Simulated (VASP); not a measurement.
# MgO (P-6m2) in VASP: single point with r2SCAN

Aim: the single point of MgO with r2SCAN.

Program: VASP 6.6.1. These are calculated values, not measurements. Logs are shortened: lines on timing, memory, paths and dates and some standing lists are left out, and cuts for length are marked.

### 1 The cell of the first run

The structure is hexagonal, space group P-6m2 (No. 187). Conventional cell: a = 3.048 Å, b = 3.048 Å, c = 2.680 Å, α = 90.00°, β = 90.00°, γ = 120.00°. Mg (site symmetry -6m2) has 6 O at 2.21 Å and 2 Mg at 2.68 Å within 2.9 Å. O (site symmetry -6m2) has 6 Mg at 2.21 Å and 2 O at 2.68 Å within 2.9 Å.

### 2 Single point, r2SCAN (strain +0.0375 x Voigt [1, 1, 0, 0, 0, 0])

POSCAR

```
MgO
1.0
    3.0481966873      0.0000000000      0.0000000000
   -1.5240983436      2.6398157669      0.0000000000
    0.0000000000      0.0000000000      2.6796800000
Mg O
1 1
Direct
    0.0000000000      0.0000000000      0.0000000000
    0.3333333333      0.6666666667      0.5000000000
```

INCAR.step1

```
SYSTEM = MgO
PREC = Accurate ; ENCUT = 920
ISMEAR = 0 ; SIGMA = 0.05
LREAL = .False. ; LASPH = .True.
NELM = 120 ; NBANDS = 15
GGA = PE ; ALGO = Normal
EDIFF = 1E-5 ; LWAVE = .True.
LCHARG = .False. ; GGA_COMPAT = .False.
```

INCAR.step2

```
SYSTEM = MgO
PREC = Accurate ; ENCUT = 920
EDIFF = 1E-6 ; ISMEAR = 0
SIGMA = 0.05 ; LREAL = .False.
LASPH = .True. ; NELM = 120
ALGO = Normal ; ISIF = 2
LWAVE = .False. ; LCHARG = .False.
METAGGA = R2SCAN ; LMIXTAU = .True.
NBANDS = 15 ; ISTART = 1
GGA_COMPAT = .False.
```

KPOINTS

```
Automatic mesh
0
Gamma
  9 9 8
  0 0 0
```

Potentials or basis: VASP PAW PBE potentials, release 64 (Mg_sv, O).

Launch:

```sh
$ cat potpaw_PBE.64/Mg_sv/POTCAR potpaw_PBE.64/O/POTCAR > POTCAR
$ cp INCAR.step1 INCAR
$ mpirun -np 1 vasp_std > vasp.out
$ cp INCAR.step2 INCAR
$ mpirun -np 1 vasp_std > vasp.out
```

OUTCAR:

```text
SYSTEM = MgO
   PREC = Accurate
   ENCUT = 920
   EDIFF = 1E-6
   ISMEAR = 0
   LREAL = .False.
   LASPH = .True.
   NELM = 120
   ISIF = 2
   METAGGA = R2SCAN
   ISTART = 1

 ion  position               nearest neighbor table
   1  0.000  0.000  0.000-
   2  0.333  0.667  0.500-

  LATTYP: Found a hexagonal cell.
 ALAT       =     3.0481966873
 C/A-ratio  =     0.8791033765

  Lattice vectors:

 A1 = (   3.0481966873,   0.0000000000,   0.0000000000)
 A2 = (  -1.5240983436,   2.6398157669,   0.0000000000)
 A3 = (   0.0000000000,   0.0000000000,   2.6796800000)

Analysis of symmetry for initial positions (statically):
=====================================================================
 Subroutine PRICEL returns:
 Original cell was already a primitive cell.

 Routine SETGRP: Setting up the symmetry group for a
 hexagonal supercell.

 Subroutine GETGRP returns: Found 12 space group operations
 (whereof 12 operations were pure point group operations)
 out of a pool of 24 trial point group operations.

The static configuration has the point symmetry D_3h.

Analysis of symmetry for dynamics (positions and initial velocities):
=====================================================================
 Subroutine PRICEL returns:
 Original cell was already a primitive cell.

 Routine SETGRP: Setting up the symmetry group for a
 hexagonal supercell.

 Subroutine GETGRP returns: Found 12 space group operations
 (whereof 12 operations were pure point group operations)
 out of a pool of 24 trial point group operations.

The dynamic configuration has the point symmetry D_3h.

 Subroutine INISYM returns: Found 12 space group operations
 (whereof 12 operations are pure point group operations),
 and found     1 'primitive' translations

----------------------------------------------------------------------------------------

                                     Primitive cell

  volume of cell :      21.5625

  direct lattice vectors                    reciprocal lattice vectors
     3.048196687  0.000000000  0.000000000     0.328062820  0.189407157  0.000000000
    -1.524098344  2.639815767  0.000000000     0.000000000  0.378814314  0.000000000
     0.000000000  0.000000000  2.679680000     0.000000000  0.000000000  0.373178887

  length of vectors
     3.048196687  3.048196687  2.679680000     0.378814314  0.378814314  0.373178887

  position of ions in fractional coordinates (direct lattice)
     0.000000000  0.000000000  0.000000000
     0.333333333  0.666666667  0.500000000

  ion indices of the primitive-cell ions
   primitive index   ion index
                 1           1
                 2           2

----------------------------------------------------------------------------------------

 KPOINTS: Automatic mesh

Automatic generation of k-mesh.
 Grid dimensions read from file:
 generate k-points for:    9    9    8

 Generating k-lattice:

  Cartesian coordinates                     Fractional coordinates (reciprocal lattice)
     0.036451424  0.021045240  0.000000000     0.111111111  0.000000000  0.000000000
     0.000000000  0.042090479  0.000000000     0.000000000  0.111111111  0.000000000
     0.000000000  0.000000000  0.046647361     0.000000000  0.000000000  0.125000000

  Length of vectors
     0.042090479  0.042090479  0.046647361

  Shift w.r.t. Gamma in fractional coordinates (k-lattice)
     0.000000000  0.000000000  0.000000000

 Subroutine IBZKPT returns following result:
 ===========================================

 Found     60 irreducible k-points:

 Following reciprocal coordinates:
            Coordinates               Weight
  0.000000  0.000000  0.000000      1.000000
  0.111111 -0.000000  0.000000      6.000000
  0.222222 -0.000000  0.000000      6.000000
  0.333333 -0.000000  0.000000      6.000000
  0.444444 -0.000000  0.000000      6.000000
  0.111111  0.111111  0.000000      6.000000
[... 16 lines left out ...]
  0.333333  0.222222  0.125000     24.000000
  0.333333  0.333333  0.125000      4.000000
 [... further k-points ...]
   k-points           NKPTS =     60   k-points in BZ     NKDIM =     60   number of bands    NBANDS=     15
   number of dos      NEDOS =    301   number of ions     NIONS =      2
   total plane-waves  NPLWV =  25200
   dimension x,y,z NGX =    30 NGY =   30 NGZ =   28
   dimension x,y,z NGXF=    60 NGYF=   60 NGZF=   56
   ions per type =               1   1
   NGX,Y,Z   is equivalent  to a cutoff of  16.36, 16.36, 17.37 a.u.
   NGXF,Y,Z  is equivalent  to a cutoff of  32.72, 32.72, 34.74 a.u.
 SYSTEM =  MgO
   PREC   = accura    normal or accurate (medium, high low for compatibility)
   ISTART =      1    job   : 0-new  1-cont  2-samecut
   ICHARG =      0    charge: 1-file 2-atom 10-const
   ISPIN  =      1    spin polarized calculation?
   LNONCOLLINEAR =      F non collinear calculations
   LSORBIT =      F    spin-orbit coupling
   LASPH  =      T    aspherical Exc in radial PAW
   ENCUT  =  920.0 eV  67.62 Ry    8.22 a.u.   7.54  7.54  6.63*2*pi/ulx,y,z
   NELM   =    120;   NELMIN=  2; NELMDL=  0     # of ELM steps
   EDIFF  = 0.1E-05   stopping-criterion for ELM
   LREAL  =      F    real-space projection
   EDIFFG = 0.1E-04   stopping-criterion for IOM
   NSW    =      0    number of steps for IOM
   IBRION =     -1    ionic relax: 0-MD 1-quasi-New 2-CG
   NFREE  =      0    steps in history (QN), initial steepest desc. (CG)
   ISIF   =      2    stress and relaxation
   ISYM   =      2    0-nonsym 1-usesym 2-fastsym
   POTIM  = 0.5000    time-step for ionic-motion
   TEBEG  =    0.0;   TEEND  =   0.0 temperature during run
   PSTRESS=    0.0 pullay stress
   NELECT =      16.0000    total number of electrons
   NUPDOWN=      -1.0000    fix difference up-down
   EMIN   =  10.00;   EMAX   =-10.00  energy-range for DOS
   EFERMI =   0.00;   METHOD = LEGACY
   ISMEAR =     0;   SIGMA  =   0.05  broadening in eV -4-tet -1-fermi 0-gaus
   EFERMI_NEDOS =   21; number of points for ismear=-14 and -15
   IALGO  =     38    algorithm
   IMIX   =      4    mixing-type and parameters
     AMIX     =   0.40;   BMIX     =  1.00
     AMIX_MAG =   1.60;   BMIX_MAG =  1.00
  volume/ion in A,a.u.               =      10.78        72.76
  Fermi-wavevector in a.u.,A,eV,Ry     =   1.482114  2.800790 29.887405  2.196662
  Thomas-Fermi vector in A             =   2.595940
   LORBIT       =      0    0 simple, 1 ext, 2 COOP (PROOUT), +10 PAW based schemes
   METAGGA = R2SCAN    functional components
   LHFCALC =     F    Hartree Fock is set to
   AEXX    =    0.0000 exact exchange contribution
   IVDW    =     0    specifies the selected vdW correction
   LEPSILON=     F    determine dielectric tensor
   LRPA    =     F    only Hartree local field effects (RPA)
 non-spin polarized calculation
 Gauss-broadening in eV      SIGMA  =   0.05
  energy-cutoff  :      920.00
  volume of cell :       21.56
 maximum number of plane-waves:      1384
 NGX is ok and might be reduce to    30
   NGX = 15   NGY = 15   NGZ = 13

 number of electron      16.0000001 magnetization

 Free energy of the ion-electron system (eV)
  ---------------------------------------------------
  ext. energy  EPLUGINS =         0.00000000
  ---------------------------------------------------
  free energy    TOTEN  =       -15.29686711 eV

  energy without entropy =      -15.29686711  energy(sigma->0) =      -15.29686711

 E-fermi :   2.8251     XC(G=0): -11.2381

 val. band max:        2.4504747842   @ k =   0.3333   0.3333   0.0000
 cond. band min:       5.4796070769   @ k =   0.0000   0.0000   0.0000
 fundamental gap:      3.0291322927
 Fermi energy:         2.8250727900

 k-point     1 :       0.0000    0.0000    0.0000
  band No.  band energies     occupation
      1     -74.1440      2.00000
      2     -39.2422      2.00000
      3     -39.2422      2.00000
      4     -39.2025      2.00000
      5     -15.8469      2.00000
      6       1.4453      2.00000
      7       1.4453      2.00000
      8       2.1251      2.00000
      9       5.4796      0.00000
     10      15.0470      0.00000
     11      17.6820      0.00000
     12      17.6820      0.00000
     13      22.2282      0.00000
     14      24.0882      0.00000
     15      25.1533      0.00000

 k-point     2 :       0.1111   -0.0000    0.0000
  band No.  band energies     occupation
      1     -74.1438      2.00000
      2     -39.2475      2.00000
      3     -39.2434      2.00000
      4     -39.2019      2.00000
      5     -15.7592      2.00000
      6       0.7382      2.00000
      7       1.3617      2.00000
      8       2.1572      2.00000
      9       6.2142      0.00000
     10      14.7259      0.00000
     11      17.0720      0.00000
     12      17.9968      0.00000
     13      23.3471      0.00000
     14      23.8948      0.00000
     15      25.3309      0.00000

 k-point     3 :       0.2222   -0.0000    0.0000
  band No.  band energies     occupation
      1     -74.1426      2.00000
      2     -39.2609      2.00000
      3     -39.2465      2.00000
      4     -39.2004      2.00000
      5     -15.5280      2.00000
      6      -0.5504      2.00000
      7       1.1588      2.00000
      8       2.2401      2.00000
      9       7.5632      0.00000
     10      13.6463      0.00000
     11      16.9481      0.00000
     12      18.7699      0.00000
     13      23.3794      0.00000
     14      23.4200      0.00000
     15      25.9899      0.00000
[... 343 lines left out ...]
 k-point    23 :       0.3333    0.2222    0.1250
  band No.  band energies     occupation
      1     -74.1389      2.00000
      2     -39.2783      2.00000
      3     -39.2612      2.00000
      4     -39.2119      2.00000
      5     -14.8748      2.00000
      6      -1.7111      2.00000
      7      -0.2929      2.00000
      8       1.7798      2.00000
      9      10.5381      0.00000
     10      13.0818      0.00000
     11      15.8930      0.00000
     12      19.5853      0.00000
     13      20.9116      0.00000
     14      23.8700      0.00000
     15      27.3441      0.00000

 k-point    24 :       0.3333    0.3333    0.1250
  band No.  band energies     occupation
      1     -74.1386      2.00000
      2     -39.2739      2.00000
      3     -39.2687      2.00000
      4     -39.2116      2.00000
      5     -14.8254      2.00000
      6      -1.1969      2.00000
      7      -1.1263      2.00000
      8       1.8115      2.00000
      9      10.9078      0.00000
     10      13.5532      0.00000
     11      15.1228      0.00000
     12      19.9980      0.00000
     13      20.7826      0.00000
     14      23.7389      0.00000
     15      27.1681      0.00000

 [... further k-points ...]

------------------------ aborting loop because EDIFF is reached ----------------------------------------

  FORCE on cell =-STRESS in cart. coord.  units (eV):
  Direction    XX          YY          ZZ          XY          YZ          ZX
  --------------------------------------------------------------------------------------
  -------------------------------------------------------------------------------------
  Total       -2.3632917     -2.3632917     -0.3055735     -0.0000000      0.0000000      0.0000000
  in kB     -175.6015604   -175.6015604    -22.7052743     -0.0000000      0.0000000      0.0000000
  external PRESSURE =    -124.6361317 kB  Pullay stress =       0.0000000 kB

 VOLUME and BASIS-vectors are now :
 -----------------------------------------------------------------------------
  energy-cutoff  :      920.00
  volume of cell :       21.56
      direct lattice vectors                 reciprocal lattice vectors
     3.048196687  0.000000000  0.000000000     0.328062820  0.189407157  0.000000000
    -1.524098344  2.639815767  0.000000000     0.000000000  0.378814314  0.000000000
     0.000000000  0.000000000  2.679680000     0.000000000  0.000000000  0.373178887

 POSITION                                       TOTAL-FORCE (eV/Angst)
 -----------------------------------------------------------------------------------
      0.00000      0.00000      0.00000        -0.000000     -0.000000      0.000000
     -0.00000      1.75988      1.33984         0.000000      0.000000      0.000000
 -----------------------------------------------------------------------------------
    total drift:                                0.000000     -0.000000     -0.000000

  FREE ENERGIE OF THE ION-ELECTRON SYSTEM (eV)
  ---------------------------------------------------
  free  energy   TOTEN  =       -15.2968671063 eV

  energy  without entropy=      -15.2968671063  energy(sigma->0) =      -15.29686711
```

Wall time 2.4 min (1 thread of Intel Xeon Platinum 8259CL at 2.50GHz (Skylake/Cascade Lake), shared host); peak memory 0.19 GiB.

What came out:

```yaml
Free_energy: -15.2969 eV
Pressure: -12.5 GPa
Band_gap_on_the_k_mesh: 3.03 eV (least direct gap 3.35 eV)
```

Caveat: the cell differs from its parent crystal (strain +0.0375 x Voigt [1, 1, 0, 0, 0, 0]); the stress differs along the axes, from -18 to -2 GPa; the PAW data sets were made with another functional, which shifts forces and pressure a little. A k mesh can miss the band edges.
